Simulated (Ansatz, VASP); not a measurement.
ZnO in VASP and in Ansatz

```
Zn O
1.0
     0.00000    2.16461    2.16461
     2.16461    0.00000    2.16461
     2.16461    2.16461    0.00000
Zn O
1 1
Direct
  0.00000 0.00000 0.00000
  0.50000 0.50000 0.50000
```

Alike in both runs: functional PBE; k mesh 8 × 8 × 8; occupations gaussian, width 0.1 eV; no spin polarisation.

Ansatz relaxed the structure, and its values are those at the end. VASP's run is a single point on that final structure, the one shown.

```csv
,VASP,Ansatz
version,VASP 6.6.1,Ansatz 0.2.0
potentials or method,"VASP PAW PBE potentials, release 64 (Zn, O), cutoff 520 eV","scalar-relativistic, plane waves, PAW"
valence electrons in the cell,18,18
```

VASP gave:

* gap on the k mesh at the Fermi level (eV): 0.72
* least direct gap on the mesh (eV): 1.96
* pressure (GPa): 1.0

**Question.** Which values does Ansatz return?

**Answer.** gap on the k mesh at the Fermi level (eV): 0.75; least direct gap on the mesh (eV): 2.00; pressure (GPa): 0.1.

The functional is the same, so the differences come from potentials, cutoffs and numerics.
